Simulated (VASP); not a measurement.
# Ca (P6_3/mmc) in VASP: notebook, part 2 of 3

VASP 6.6.1. The steps go on from the part before.

### Step 3. Single point, PBE (45.82 Å³/atom)

This run uses another cell than the first one, of 45.82 Å³/atom.

INCAR reads:

```
SYSTEM = Ca
ALGO = Normal
EDIFF = 1E-6
ENCUT = 520
GGA = PE
ISIF = 2
ISMEAR = -1
LASPH = .True.
LCHARG = .False.
LREAL = .False.
LWAVE = .False.
NBANDS = 17
NELM = 80
PREC = Accurate
SIGMA = 0.1
```

KPOINTS reads:

```
k-points
0
Gamma
  11 11 6
  0 0 0
```

POSCAR reads:

```
Ca
1.0
    4.0075367807      0.0000000000      0.0000000000
   -2.0037683903      3.4706286586      0.0000000000
    0.0000000000      0.0000000000      6.5883294958
Ca
2
Direct
    0.3333333333      0.6666666667      0.2500000000
    0.6666666667      0.3333333333      0.7500000000
```

Potentials or basis: VASP PAW PBE potentials, release 64 (Ca_sv).

Command:

```
cat potpaw_PBE.64/Ca_sv/POTCAR > POTCAR
mpirun -np 1 vasp_std > vasp.out
```

OUTCAR:

```text
SYSTEM = Ca
   EDIFF = 1E-6
   ENCUT = 520
   GGA = PE
   ISIF = 2
   ISMEAR = -1
   LASPH = .True.
   LREAL = .False.
   NELM = 80
   PREC = Accurate

 ion  position               nearest neighbor table
   1  0.333  0.667  0.250-
   2  0.667  0.333  0.750-

  LATTYP: Found a hexagonal cell.
 ALAT       =     4.0075367807
 C/A-ratio  =     1.6439847857

  Lattice vectors:

 A1 = (   4.0075367807,   0.0000000000,   0.0000000000)
 A2 = (  -2.0037683903,   3.4706286586,   0.0000000000)
 A3 = (   0.0000000000,   0.0000000000,   6.5883294958)

Analysis of symmetry for initial positions (statically):
=====================================================================
 Subroutine PRICEL returns:
 Original cell was already a primitive cell.

 Routine SETGRP: Setting up the symmetry group for a
 hexagonal supercell.

 Subroutine GETGRP returns: Found 24 space group operations
 (whereof 12 operations were pure point group operations)
 out of a pool of 24 trial point group operations.

The static configuration has the point symmetry D_3d.
 The point group associated with its full space group is D_6h.

Analysis of symmetry for dynamics (positions and initial velocities):
=====================================================================
 Subroutine PRICEL returns:
 Original cell was already a primitive cell.

 Routine SETGRP: Setting up the symmetry group for a
 hexagonal supercell.

 Subroutine GETGRP returns: Found 24 space group operations
 (whereof 12 operations were pure point group operations)
 out of a pool of 24 trial point group operations.

The dynamic configuration has the point symmetry D_3d.
 The point group associated with its full space group is D_6h.

 Subroutine INISYM returns: Found 24 space group operations
 (whereof 12 operations are pure point group operations),
 and found     1 'primitive' translations

----------------------------------------------------------------------------------------

                                     Primitive cell

  volume of cell :      91.6349

  direct lattice vectors                    reciprocal lattice vectors
     4.007536781  0.000000000  0.000000000     0.249529837  0.144066119  0.000000000
    -2.003768390  3.470628659  0.000000000     0.000000000  0.288132237  0.000000000
     0.000000000  0.000000000  6.588329496     0.000000000  0.000000000  0.151783544

  length of vectors
     4.007536781  4.007536781  6.588329496     0.288132237  0.288132237  0.151783544

  position of ions in fractional coordinates (direct lattice)
     0.333333333  0.666666667  0.250000000
     0.666666667  0.333333333  0.750000000

  ion indices of the primitive-cell ions
   primitive index   ion index
                 1           1
                 2           2

----------------------------------------------------------------------------------------

 KPOINTS: k-points

Automatic generation of k-mesh.
 Grid dimensions read from file:
 generate k-points for:   11   11    6

 Generating k-lattice:

  Cartesian coordinates                     Fractional coordinates (reciprocal lattice)
     0.022684531  0.013096920  0.000000000     0.090909091  0.000000000  0.000000000
     0.000000000  0.026193840  0.000000000     0.000000000  0.090909091  0.000000000
     0.000000000  0.000000000  0.025297257     0.000000000  0.000000000  0.166666667

  Length of vectors
     0.026193840  0.026193840  0.025297257

  Shift w.r.t. Gamma in fractional coordinates (k-lattice)
     0.000000000  0.000000000  0.000000000

 Subroutine IBZKPT returns following result:
 ===========================================

 Found     64 irreducible k-points:

 Following reciprocal coordinates:
            Coordinates               Weight
  0.000000  0.000000  0.000000      1.000000
  0.090909  0.000000  0.000000      6.000000
  0.181818  0.000000  0.000000      6.000000
  0.272727  0.000000  0.000000      6.000000
  0.363636  0.000000  0.000000      6.000000
  0.454545  0.000000  0.000000      6.000000
[... 16 lines left out ...]
  0.090909  0.090909  0.166667     12.000000
  0.181818  0.090909  0.166667     24.000000
 [... further k-points ...]
   k-points           NKPTS =     64   k-points in BZ     NKDIM =     64   number of bands    NBANDS=     17
   number of dos      NEDOS =    301   number of ions     NIONS =      2
   total plane-waves  NPLWV =  45000
   dimension x,y,z NGX =    30 NGY =   30 NGZ =   50
   dimension x,y,z NGXF=    60 NGYF=   60 NGZF=  100
   ions per type =               2
   NGX,Y,Z   is equivalent  to a cutoff of  12.44, 12.44, 12.62 a.u.
   NGXF,Y,Z  is equivalent  to a cutoff of  24.89, 24.89, 25.23 a.u.
 SYSTEM =  Ca
   PREC   = accura    normal or accurate (medium, high low for compatibility)
   ISTART =      0    job   : 0-new  1-cont  2-samecut
   ICHARG =      2    charge: 1-file 2-atom 10-const
   ISPIN  =      1    spin polarized calculation?
   LNONCOLLINEAR =      F non collinear calculations
   LSORBIT =      F    spin-orbit coupling
   LASPH  =      T    aspherical Exc in radial PAW
   ENCUT  =  520.0 eV  38.22 Ry    6.18 a.u.   7.45  7.45 12.25*2*pi/ulx,y,z
   NELM   =     80;   NELMIN=  2; NELMDL= -5     # of ELM steps
   EDIFF  = 0.1E-05   stopping-criterion for ELM
   LREAL  =      F    real-space projection
   EDIFFG = 0.1E-04   stopping-criterion for IOM
   NSW    =      0    number of steps for IOM
   IBRION =     -1    ionic relax: 0-MD 1-quasi-New 2-CG
   NFREE  =      0    steps in history (QN), initial steepest desc. (CG)
   ISIF   =      2    stress and relaxation
   ISYM   =      2    0-nonsym 1-usesym 2-fastsym
   POTIM  = 0.5000    time-step for ionic-motion
   TEBEG  =    0.0;   TEEND  =   0.0 temperature during run
   PSTRESS=    0.0 pullay stress
   NELECT =      20.0000    total number of electrons
   NUPDOWN=      -1.0000    fix difference up-down
   EMIN   =  10.00;   EMAX   =-10.00  energy-range for DOS
   EFERMI =   0.00;   METHOD = LEGACY
   ISMEAR =    -1;   SIGMA  =   0.10  broadening in eV -4-tet -1-fermi 0-gaus
   EFERMI_NEDOS =   21; number of points for ismear=-14 and -15
   IALGO  =     38    algorithm
   IMIX   =      4    mixing-type and parameters
     AMIX     =   0.40;   BMIX     =  1.00
     AMIX_MAG =   1.60;   BMIX_MAG =  1.00
  volume/ion in A,a.u.               =      45.82       309.19
  Fermi-wavevector in a.u.,A,eV,Ry     =   0.985669  1.862645 13.218655  0.971544
  Thomas-Fermi vector in A             =   2.116993
   LORBIT       =      0    0 simple, 1 ext, 2 COOP (PROOUT), +10 PAW based schemes
   GGA     = PE    functional components
   LHFCALC =     F    Hartree Fock is set to
   AEXX    =    0.0000 exact exchange contribution
   IVDW    =     0    specifies the selected vdW correction
   LEPSILON=     F    determine dielectric tensor
   LRPA    =     F    only Hartree local field effects (RPA)
 non-spin polarized calculation
  energy-cutoff  :      520.00
  volume of cell :       91.63
 maximum number of plane-waves:      2539
 NGX is ok and might be reduce to    30
   NGX = 15   NGY = 15   NGZ = 25

 number of electron      20.0000002 magnetization

 Free energy of the ion-electron system (eV)
  ---------------------------------------------------
  ext. energy  EPLUGINS =         0.00000000
  ---------------------------------------------------
  free energy    TOTEN  =        -3.86984839 eV

  energy without entropy =       -3.78490962  energy(sigma->0) =       -3.82737900

 E-fermi :   1.6719     XC(G=0):  -7.4842

 val. band max:        1.6701167033   @ k =   0.3636   0.0909   0.0000
 cond. band min:       1.6889224547   @ k =   0.3636   0.2727   0.5000
 fundamental gap:      0.0188057514
 Fermi energy:         1.6719101357

 k-point     1 :       0.0000    0.0000    0.0000
  band No.  band energies     occupation
      1     -40.5460      2.00000
      2     -40.5372      2.00000
      3     -21.5680      2.00000
      4     -21.4875      2.00000
      5     -21.4875      2.00000
      6     -21.4736      2.00000
[... 9 lines left out ...]
     16       4.1454      0.00000
     17       4.5165      0.00000
[... 441 lines left out ...]
 k-point    24 :       0.1818    0.0909    0.1667
  band No.  band energies     occupation
      1     -40.5416      2.00000
      2     -40.5358      2.00000
      3     -21.5491      2.00000
      4     -21.5188      2.00000
      5     -21.5149      2.00000
      6     -21.4974      2.00000
[... 9 lines left out ...]
     16       4.3765      0.00000
     17       4.5844      0.00000

 [... further k-points ...]

------------------------ aborting loop because EDIFF is reached ----------------------------------------

  FORCE on cell =-STRESS in cart. coord.  units (eV):
  Direction    XX          YY          ZZ          XY          YZ          ZX
  --------------------------------------------------------------------------------------
  -------------------------------------------------------------------------------------
  Total       -0.6359206     -0.6359206     -0.7107686     -0.0000000      0.0000000      0.0000000
  in kB      -11.1186617    -11.1186617    -12.4273296     -0.0000000      0.0000000      0.0000000
  external PRESSURE =     -11.5548844 kB  Pullay stress =       0.0000000 kB

 VOLUME and BASIS-vectors are now :
 -----------------------------------------------------------------------------
  energy-cutoff  :      520.00
  volume of cell :       91.63
      direct lattice vectors                 reciprocal lattice vectors
     4.007536781  0.000000000  0.000000000     0.249529837  0.144066119  0.000000000
    -2.003768390  3.470628659  0.000000000     0.000000000  0.288132237  0.000000000
     0.000000000  0.000000000  6.588329496     0.000000000  0.000000000  0.151783544

 POSITION                                       TOTAL-FORCE (eV/Angst)
 -----------------------------------------------------------------------------------
     -0.00000      2.31375      1.64708        -0.000000      0.000000      0.000000
      2.00377      1.15688      4.94125         0.000000     -0.000000      0.000000
 -----------------------------------------------------------------------------------
    total drift:                               -0.000000      0.000000     -0.000000

  FREE ENERGIE OF THE ION-ELECTRON SYSTEM (eV)
  ---------------------------------------------------
  free  energy   TOTEN  =        -3.8698483860 eV

  energy  without entropy=       -3.7849096213  energy(sigma->0) =       -3.82737900
```

It took 39 s on 1 thread of Intel Xeon 6975P-C (Granite Rapids), shared host; peak memory 0.24 GiB.

What came out:

```
Free energy            : -3.8698 eV
Pressure               : -1.2 GPa
Band gap on the k mesh : zero (bands 10 and 11 overlap by 0.48 eV)
```

(Part 2 of 3 ends here.)

The gap in the log of VASP goes by the Fermi energy; the results here count the filled bands.